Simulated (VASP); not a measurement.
# AlN: single point with r2SCAN

AlN:

```
Al N
1.0
     0.00000    2.00170    2.10178
     2.00170    0.00000    2.10178
     2.00170    2.00170    0.00000
Al N
1 1
Direct
  0.50000 0.50000 0.50000
  0.00000 0.00000 0.00000
```

This cell differs from its parent crystal: ratio of the length along z to the lengths across it x 1.05, volume and fractional coordinates fixed.

| Item | Value |
| --- | --- |
| Program | VASP 6.6.1 |
| Task | single point |
| Functional | r2SCAN |
| Potentials or basis | VASP PAW PBE potentials, release 64 (Al, N) |
| Cutoff | 520 eV |
| k mesh | 10 × 10 × 10 |
| Occupations | gaussian, width 0.05 eV |
| Spin | no spin polarisation |

```yaml
Pressure: -5.8 GPa
Band_gap_on_the_k_mesh: 4.96 eV (least direct gap 5.97 eV)
```

Stress tensor (GPa, compression positive):
```
 -2.01   0.00   0.00
  0.00  -2.01   0.00
  0.00   0.00 -13.31
```

Levels at points of the mesh, in eV from the valence-band top:
```tsv
k point	band 1	band 2	band 3	band 4	band 5	band 6	band 7	band 8
(0.00, 0.00, 0.00)	-18.45	-0.33	-0.33	0.00	5.97	12.21	12.89	12.89
(0.50, 0.00, 0.00)	-15.28	-8.53	-1.45	-1.24	6.49	11.12	12.12	14.08
(0.50, 0.50, 0.00)	-14.62	-7.76	-2.82	-2.82	5.43	6.11	14.48	18.54
(0.50, 0.00, 0.50)	-14.21	-7.56	-3.50	-2.85	4.96	5.67	15.11	17.18
```

Run time: 63 s on 1 thread of Intel Xeon 8259CL, on a shared host, peak memory 0.15 GiB.

Caveat: the cell stands under tension; the PAW data sets were made with another functional, which shifts forces and pressure a little. A k mesh can miss the band edges.
